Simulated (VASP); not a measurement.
Ir:

```
Ir
1.0
     0.00000    1.90565    1.90565
     1.90565    0.00000    1.90565
     1.90565    1.90565    0.00000
Ir
1
Cartesian
  0.0000 0.0000 0.0000
```

Base run:

```yaml
Program: VASP 6.6.1
Functional: LDA
Potentials_or_basis: VASP PAW LDA potentials, release 64 (Ir)
Cutoff: 520 eV
k_mesh: 19 × 19 × 19
Occupations: fermi-dirac, width 0.02 eV
Spin: no spin polarisation
```

Its results: pressure 2.6 GPa.

Task: The run is repeated on the same cell with these changes: potentials or basis from VASP PAW LDA potentials, release 64 (Ir) to VASP PAW LDA potentials, release 64 (Ir_sv_GW); cutoff from 520 eV to 500 eV; further incar settings from ALGO = Normal; EDIFF = 1e-07; NBANDS = 10 to ALGO = Normal; EDIFF = 1e-06; NBANDS = 14; valence electrons from 9 to 17. What comes out?

Result: Pressure -1.7 GPa.
